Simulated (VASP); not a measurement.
# Zr2C: single point with PBE

The system is Zr2C.

```
CELL_PARAMETERS angstrom
5.50466 0.00000 0.00000
0.00000 5.50466 0.00000
0.00000 0.00000 3.39748
ATOMIC_POSITIONS crystal
Zr 0.20258 0.79742 0.50000
Zr 0.70258 0.70258 0.00000
Zr 0.79742 0.20258 0.50000
Zr 0.29742 0.29742 0.00000
C 0.50000 0.50000 0.50000
C 0.00000 0.00000 0.00000
```

* Program: VASP 6.6.1
* Task: single point
* Functional: PBE
* Potentials or basis: VASP PAW PBE potentials, release 64 (Zr_sv, C)
* Cutoff: 520 eV
* k mesh: 8 × 8 × 12
* Occupations: gaussian, width 0.1 eV
* Spin: no spin polarisation
* Dipole correction: no
* Further INCAR settings: ALGO = Normal; EDIFF = 1e-07; NBANDS = 37

The pressure is 0.1 GPa. The band gap on the k mesh is zero (bands 28 and 29 overlap by 1.71 eV).

Forces in eV/Å, atoms in the order of the input:
```
Zr  -0.001  0.001  0.000
Zr  -0.001 -0.001  0.000
Zr   0.001 -0.001  0.000
Zr   0.001  0.001  0.000
C    0.000  0.000  0.000
C    0.000  0.000  0.000
```

Levels at points of the mesh, in eV from the Fermi level:
```tsv
k point	band 24	band 25	band 26	band 27	band 28	band 29	band 30	band 31	band 32	band 33
(0.00, 0.00, 0.00)	-2.17	-1.25	-0.86	0.38	1.00	1.06	1.65	1.65	1.80	2.08
(0.50, 0.00, 0.00)	-2.37	-1.35	-1.35	-0.28	-0.28	1.75	1.75	2.12	2.12	2.24
(0.50, 0.50, 0.00)	-2.24	-0.91	-0.91	-0.49	-0.49	1.68	1.68	1.81	1.81	2.05
(0.00, 0.00, 0.50)	-2.19	-0.74	-0.74	-0.66	-0.66	-0.64	-0.64	2.70	2.70	3.35
(0.50, 0.00, 0.50)	-1.54	-1.26	-1.26	-0.50	-0.50	-0.21	-0.21	2.46	2.46	3.55
(0.50, 0.50, 0.50)	-2.68	-0.46	-0.46	-0.37	-0.37	0.25	0.25	1.62	1.62	3.11
```

Wall time 3 min on 1 thread of AMD EPYC 9R45 96-Core Processor (Zen 5), with other jobs on the host, peak memory 0.39 GiB.
